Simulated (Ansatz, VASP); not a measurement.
Tl in VASP and in Ansatz

```xyz
2
Lattice="3.9686 0.0000 0.0000 -1.9843 3.4369 0.0000 0.0000 0.0000 17.0000" Properties=species:S:1:pos:R:3 pbc="T T T"
Tl    0.0000    0.0000    7.0841
Tl    0.0000    0.0000    9.9159
```

Alike in both runs: task single point; functional PBE; k mesh 6 × 6 × 1; occupations gaussian, width 0.1 eV; no spin polarisation.

|  | VASP | Ansatz |
| --- | --- | --- |
| version | VASP 6.6.1 | Ansatz 0.2.0 |
| potentials or method | VASP PAW PBE potentials, release 64 (Tl_d), cutoff 520 eV | scalar-relativistic, plane waves, PAW |
| valence electrons in the cell | 26 | 26 |

```tsv
	VASP	Ansatz	Ansatz less VASP
gap on the k mesh at the Fermi level (eV)	none	none	-
rms of the force components (eV/Å)	0.402	0.401	-0.0005
```

Atom by atom the forces differ by 0.001 eV/Å (rms over components). A gap of «none» marks a metal or a gap that the smearing closes. Ansatz's warnings: slab cell height set.

Spin-orbit coupling is off throughout.
